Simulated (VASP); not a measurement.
# Mn (Pm-3n) in VASP: single point with PBEsol

Aim: the single point of Mn with PBEsol.

Program: VASP 6.6.1. These are calculated values, not measurements. Logs are shortened: lines on timing, memory, paths and dates and some standing lists are left out, and cuts for length are marked.

## Step 1: The cell of the first run

The structure is cubic, space group Pm-3n (No. 223). Conventional cell: a = 4.365 Å, b = 4.365 Å, c = 4.365 Å, α = 90.00°, β = 90.00°, γ = 90.00°. Within 3.2 Å of Mn (site symmetry m-3) lie 12 Mn at 2.44 Å. Within 2.9 Å of Mn (site symmetry -4m2) lie 14 Mn at 2.18 to 2.67 Å.

## Step 2: Single point, PBEsol, collinear spin, ferromagnetic start

File INCAR:

```
SYSTEM = Mn
PREC = Accurate ; ENCUT = 520
EDIFF = 1E-6 ; ISMEAR = -1
SIGMA = 0.05 ; LREAL = .FALSE.
LASPH = .TRUE. ; NELM = 150
ALGO = Normal ; ISIF = 2
LWAVE = .FALSE. ; LCHARG = .FALSE.
ISPIN = 2 ; MAGMOM = 3 3 3 3 3 3 3 3
LORBIT = 11 ; LMAXMIX = 4
GGA = PS ; NBANDS = 66
```

File KPOINTS:

```
regular mesh
0
G
  8 8 8
  0 0 0
```

File POSCAR:

```
Mn
1.0
    4.3646199893      0.0000000000      0.0000000000
    0.0000000000      4.3646199893      0.0000000000
    0.0000000000      0.0000000000      4.3646199893
Mn
8
Direct
    0.0000000000      0.0000000000      1.0000000000
    0.5000000000      0.5000000000      0.5000000000
    0.2500000000      0.0000000000      0.5000000000
    0.7500000000      0.0000000000      0.5000000000
    0.5000000000      0.2500000000      1.0000000000
    0.5000000000      0.7500000000      1.0000000000
    1.0000000000      0.5000000000      0.2500000000
    1.0000000000      0.5000000000      0.7500000000
```

Potentials or basis: VASP PAW PBE potentials, release 64 (Mn_pv).

Command:

```sh
$ cat potpaw_PBE.64/Mn_pv/POTCAR > POTCAR
$ mpirun -np 1 vasp_std > vasp.out
```

OUTCAR:

```text
SYSTEM = Mn
   PREC = Accurate
   ENCUT = 520
   EDIFF = 1E-6
   ISMEAR = -1
   LREAL = .FALSE.
   LASPH = .TRUE.
   NELM = 150
   ISIF = 2
   ISPIN = 2
   LORBIT = 11
   GGA = PS

 ion  position               nearest neighbor table
   1  0.000  0.000  0.000-   3 2.44   4 2.44   5 2.44   6 2.44   7 2.44   8 2.44   3 2.44   4 2.44
                             7 2.44   8 2.44   5 2.44   6 2.44
   2  0.500  0.500  0.500-   3 2.44   4 2.44   5 2.44   6 2.44   7 2.44   8 2.44   5 2.44   6 2.44
                             3 2.44   4 2.44   7 2.44   8 2.44
   3  0.250  0.000  0.500-   4 2.18   4 2.18   1 2.44   1 2.44   2 2.44   2 2.44   8 2.67   5 2.67
                             5 2.67   6 2.67   6 2.67   7 2.67   8 2.67   7 2.67
   4  0.750  0.000  0.500-   3 2.18   3 2.18   1 2.44   1 2.44   2 2.44   2 2.44   8 2.67   5 2.67
                             5 2.67   6 2.67   6 2.67   7 2.67   8 2.67   7 2.67
   5  0.500  0.250  0.000-   6 2.18   6 2.18   1 2.44   2 2.44   2 2.44   1 2.44   8 2.67   4 2.67
                             3 2.67   4 2.67   3 2.67   7 2.67   7 2.67   8 2.67
   6  0.500  0.750  0.000-   5 2.18   5 2.18   1 2.44   2 2.44   2 2.44   1 2.44   8 2.67   4 2.67
                             3 2.67   4 2.67   3 2.67   7 2.67   7 2.67   8 2.67
   7  0.000  0.500  0.250-   8 2.18   8 2.18   1 2.44   2 2.44   1 2.44   2 2.44   3 2.67   4 2.67
                             5 2.67   3 2.67   4 2.67   6 2.67   5 2.67   6 2.67
   8  0.000  0.500  0.750-   7 2.18   7 2.18   1 2.44   2 2.44   1 2.44   2 2.44   3 2.67   4 2.67
                             5 2.67   3 2.67   4 2.67   6 2.67   5 2.67   6 2.67

  LATTYP: Found a simple cubic cell.
 ALAT       =     4.3646199893

  Lattice vectors:

 A1 = (   4.3646199893,   0.0000000000,   0.0000000000)
 A2 = (   0.0000000000,   4.3646199893,   0.0000000000)
 A3 = (   0.0000000000,   0.0000000000,   4.3646199893)

Analysis of symmetry for initial positions (statically):
=====================================================================
 Subroutine PRICEL returns:
 Original cell was already a primitive cell.

 Routine SETGRP: Setting up the symmetry group for a
 simple cubic supercell.

 Subroutine GETGRP returns: Found 48 space group operations
 (whereof 24 operations were pure point group operations)
 out of a pool of 48 trial point group operations.

The static configuration has the point symmetry T_h .
 The point group associated with its full space group is O_h .

Analysis of symmetry for dynamics (positions and initial velocities):
=====================================================================
 Subroutine PRICEL returns:
 Original cell was already a primitive cell.

 Routine SETGRP: Setting up the symmetry group for a
 simple cubic supercell.

 Subroutine GETGRP returns: Found 48 space group operations
 (whereof 24 operations were pure point group operations)
 out of a pool of 48 trial point group operations.

The dynamic configuration has the point symmetry T_h .
 The point group associated with its full space group is O_h .

[... 178 lines left out ...]
 fundamental gap:      0.0140324690
 Fermi energy:        11.0267232530

 spin component 1

 k-point     1 :       0.0000    0.0000    0.0000
  band No.  band energies     occupation
      1     -37.7931      1.00000
      2     -37.7931      1.00000
      3     -37.6878      1.00000
      4     -37.4238      1.00000
      5     -37.4238      1.00000
      6     -37.4238      1.00000
[... 1597 lines left out ...]
     63      12.2870      0.00000
     64      12.4752      0.00000

 [... further k-points ...]

 spin component 2

 k-point     1 :       0.0000    0.0000    0.0000
  band No.  band energies     occupation
      1     -37.7934      1.00000
      2     -37.7934      1.00000
      3     -37.6881      1.00000
      4     -37.4241      1.00000
      5     -37.4241      1.00000
      6     -37.4241      1.00000
[... 1597 lines left out ...]
     63      12.2867      0.00000
     64      12.4750      0.00000

 [... further k-points ...]

 [bands above 64 left out]

------------------------ aborting loop because EDIFF is reached ----------------------------------------

  FORCE on cell =-STRESS in cart. coord.  units (eV):
  Direction    XX          YY          ZZ          XY          YZ          ZX
  --------------------------------------------------------------------------------------
  -------------------------------------------------------------------------------------
  Total        0.1806922      0.1806922      0.1806922      0.0000000      0.0000000     -0.0000000
  in kB        3.4818546      3.4818546      3.4818546      0.0000000      0.0000000     -0.0000000
  external PRESSURE =       3.4818546 kB  Pullay stress =       0.0000000 kB

 VOLUME and BASIS-vectors are now :
 -----------------------------------------------------------------------------
  energy-cutoff  :      520.00
  volume of cell :       83.15
      direct lattice vectors                 reciprocal lattice vectors
     4.364619989  0.000000000  0.000000000     0.229115021  0.000000000  0.000000000
     0.000000000  4.364619989  0.000000000     0.000000000  0.229115021  0.000000000
     0.000000000  0.000000000  4.364619989     0.000000000  0.000000000  0.229115021

 POSITION                                       TOTAL-FORCE (eV/Angst)
 -----------------------------------------------------------------------------------
      0.00000      0.00000      0.00000        -0.000000     -0.000000     -0.000000
      2.18231      2.18231      2.18231        -0.000000     -0.000000     -0.000000
      1.09115      0.00000      2.18231         0.000000     -0.000000      0.000000
      3.27346      0.00000      2.18231        -0.000000      0.000000      0.000000
      2.18231      1.09115      0.00000        -0.000000     -0.000000     -0.000000
      2.18231      3.27346      0.00000        -0.000000      0.000000      0.000000
      0.00000      2.18231      1.09115         0.000000      0.000000     -0.000000
      0.00000      2.18231      3.27346         0.000000      0.000000      0.000000
 -----------------------------------------------------------------------------------
    total drift:                                0.000000     -0.000000      0.000000

  FREE ENERGIE OF THE ION-ELECTRON SYSTEM (eV)
  ---------------------------------------------------
  free  energy   TOTEN  =       -77.6682551321 eV

  energy  without entropy=      -77.5491654186  energy(sigma->0) =      -77.60871028

 total charge

# of ion       s       p       d       tot
------------------------------------------
    1        0.449   6.454   5.197  12.099
    2        0.449   6.454   5.197  12.099
    3        0.437   6.434   5.201  12.071
    4        0.437   6.434   5.201  12.071
    5        0.437   6.434   5.201  12.071
    6        0.437   6.434   5.201  12.071
    7        0.437   6.434   5.201  12.071
    8        0.437   6.434   5.201  12.071
--------------------------------------------------
tot          3.517  51.509  41.596  96.622

 magnetization (x)

# of ion       s       p       d       tot
------------------------------------------
    1        0.000   0.000  -0.000  -0.000
    2        0.000   0.000  -0.000  -0.000
    3       -0.000  -0.000  -0.000  -0.000
    4       -0.000  -0.000  -0.000  -0.000
    5       -0.000  -0.000  -0.000  -0.000
    6       -0.000  -0.000  -0.000  -0.000
    7       -0.000  -0.000  -0.000  -0.000
    8       -0.000  -0.000  -0.000  -0.000
--------------------------------------------------
tot         -0.000  -0.000  -0.002  -0.002
```

OSZICAR:

```text
N       E                     dE             d eps       ncg     rms          rms(c)
DAV:   1     0.145924588000E+04    0.14592E+04   -0.57092E+04  9592   0.227E+03
DAV:   2     0.496381430277E+02   -0.14096E+04   -0.13602E+04  9240   0.650E+02
DAV:   3    -0.782947888398E+02   -0.12793E+03   -0.11924E+03 10316   0.205E+02
[... 18 lines left out ...]
DAV:  22    -0.776682391718E+02   -0.44249E-04   -0.55725E-04 11344   0.112E-01    0.179E-02
DAV:  23    -0.776682513423E+02   -0.12171E-04   -0.15514E-04 11978   0.632E-02    0.831E-03
DAV:  24    -0.776682535858E+02   -0.22436E-05   -0.19303E-05 10336   0.267E-02    0.572E-03
DAV:  25    -0.776682546636E+02   -0.10778E-05   -0.28834E-05 10506   0.269E-02    0.256E-03
DAV:  26    -0.776682551321E+02   -0.46853E-06   -0.13582E-06  4986   0.680E-03
   1 F= -.77668255E+02 E0= -.77608710E+02  d E =-.119090E+00  mag=    -0.0016
```

stdout:

```text
POSCAR found type information on POSCAR Mn
 POSCAR found :  1 types and       8 ions
 scaLAPACK will be used
 -----------------------------------------------------------------------------
|                                                                             |
|                                                                             |
|     You enforced a specific xc type in the INCAR file but a different       |
|     I HOPE YOU KNOW WHAT YOU ARE DOING!                                     |
|                                                                             |
 -----------------------------------------------------------------------------

 LDA part: xc-table for (Slater+PW92), standard interpolation
 POSCAR, INCAR and KPOINTS ok, starting setup
 FFT: planning ... GRIDC
 FFT: planning ... GRID_SOFT
 FFT: planning ... GRID
 WAVECAR not read
 entering main loop
```

Wall time 9.9 min (1 thread of Intel Xeon Platinum 8488C (Sapphire Rapids), shared host); peak memory 0.37 GiB.

Results:

| Item | Value |
| --- | --- |
| Free energy | -77.6683 eV |
| Pressure | 0.3 GPa |
| Band gap on the k mesh | zero (filled and empty bands overlap) |
| Net moment | 0.00 μB per cell |
| Valence electrons inside the program's atomic spheres | Mn 12.10, 12.07 (each value once) |

Caveat: the moments typed at the start vanished in this run; the PAW data sets were made with another functional, which shifts forces and pressure a little.
